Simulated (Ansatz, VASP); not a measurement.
## Lu in VASP and in Ansatz

File POSCAR:

```
Lu
1.0
    3.5048186286      0.0000000000      0.0000000000
   -1.7524093143      3.0352619680      0.0000000000
    0.0000000000      0.0000000000      5.4696750779
Lu
2
Direct
    0.3333333333      0.6666666667      0.2500000000
    0.6666666667      0.3333333333      0.7500000000
```

Contents of INCAR.step1:

```
ALGO = Normal
EDIFF = 1E-4
ENCUT = 520
GGA = PE
ISMEAR = 1
LASPH = T
LCHARG = F
LREAL = F
LWAVE = T
NBANDS = 32
NELM = 80
PREC = Accurate
SIGMA = 0.01
```

INCAR.step2

```
ALGO = Normal
EDIFF = 1E-6
ENCUT = 520
ISIF = 2
ISMEAR = 1
ISTART = 1
LASPH = T
LCHARG = F
LMIXTAU = T
LREAL = F
LWAVE = F
METAGGA = R2SCAN
NBANDS = 32
NELM = 80
PREC = Accurate
SIGMA = 0.01
```

Contents of KPOINTS:

```
k-points
0
Gamma
  10 10 6
```

Input for Ansatz:

```yaml
crystal:
  lattice:
    - [3.5048186286, 0.0, 0.0]
    - [-1.7524093143, 3.035261968, 0.0]
    - [0.0, 0.0, 5.4696750779]
  atoms:
    - { symbol: Lu, position: [0.3333333333, 0.6666666667, 0.25] }
    - { symbol: Lu, position: [0.6666666667, 0.3333333333, 0.75] }
hamiltonian:
  xc: r2scan
  pseudopotentials:
    kind: paw
    azcp:
      Lu: "pseudopotentials/Lu.paw.azcp"
basis:
  ecutwfc: 500
  fft_grid_basis: typed
kpoints:
  mp_grid: { grid: [10, 10, 6], shift: [0, 0, 0] }
magnetization:
  spin_polarized: false
scf:
  occupations: { method: methfessel_paxton, width: 0.01 }
  lower_state_search: "off"
output:
  stress: true
  write_density: true
  write_potential: true
  elf: true
  volumetric_format: npy
```

Alike in both runs: task single point; functional r2SCAN; k mesh 10 × 10 × 6; occupations methfessel-paxton of order 1, width 0.01 eV; no spin polarisation.

|  | VASP | Ansatz |
| --- | --- | --- |
| version | VASP 6.6.1 | Ansatz 0.2.0 |
| potentials or method | VASP PAW PBE potentials, release 64 (Lu), cutoff 520 eV | plane waves (500 eV) with PAW, scalar-relativistic |
| valence electrons in the cell | 50 | 50 |

VASP gave:

- pressure (GPa): -0.1
- traceless stress, the component that is largest in VASP (GPa): -0.58

Q: Which values does Ansatz return?

A: Pressure (GPa): -0.5; traceless stress, the component that is largest in VASP (GPa): -0.63.

VASP's potentials were made for PBE, not for r2SCAN.

Neither program's run includes spin-orbit coupling.
